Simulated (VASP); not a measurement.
Set up this calculation in VASP 6.6.1, as the native input.

| Quantity | Value |
| --- | --- |
| Task | single point |
| Functional | PBE |
| Potentials or basis | VASP PAW PBE potentials, release 64 (Si, C) |
| Cutoff | 520 eV |
| k mesh | 12 × 12 × 4 |
| Occupations | gaussian, width 0.05 eV |
| Spin | no spin polarisation |
| Dipole correction | no |
| Further INCAR settings | ALGO = Normal; EDIFF = 1e-07; NBANDS = 26 |

The structure of SiC lies in POSCAR:

```
SiC
1.0
    2.8775000000      0.0000000000      0.0000000000
   -1.4387500000      2.4919880994      0.0000000000
    0.0000000000      0.0000000000      9.5889000000
Si C
4 4
Direct
    0.6666666667      0.3333333333      0.9378436843
    0.3333333333      0.6666666667      0.4378436843
    0.0000000000      0.0000000000      0.6878989045
    0.0000000000      0.0000000000      0.1878989045
    0.6666666667      0.3333333333      0.7498087506
    0.3333333333      0.6666666667      0.2498087506
    0.0000000000      0.0000000000      0.5004476606
    0.0000000000      0.0000000000      0.0004476606
```

The input as run:

INCAR

```
SYSTEM = SiC
ALGO = Normal ; EDIFF = 1E-7
ENCUT = 520 ; GGA = PE
ISIF = 2 ; ISMEAR = 0
LASPH = .True. ; LCHARG = .False.
LREAL = .False. ; LWAVE = .False.
NBANDS = 26 ; NELM = 80
PREC = Accurate ; SIGMA = 0.05
```

KPOINTS

```
k-points
0
Gamma
  12 12 4
  0 0 0
```

Potentials or basis: VASP PAW PBE potentials, release 64 (Si, C).

Launch:

```bash
$ cat potpaw_PBE.64/Si/POTCAR potpaw_PBE.64/C/POTCAR > POTCAR
$ mpirun -np 1 vasp_std > vasp.out
```

It gave:

```json
{
 "Pressure": "62.6 GPa",
 "Largest force": "0.459 eV/Å",
 "Band gap on the k mesh": "2.13 eV, indirect (least direct gap 3.34 eV)"
}
```

Wall time 39 s on 1 thread of Intel(R) Xeon(R) 6975P-C (Granite Rapids) (shared host), peak memory 0.23 GiB.
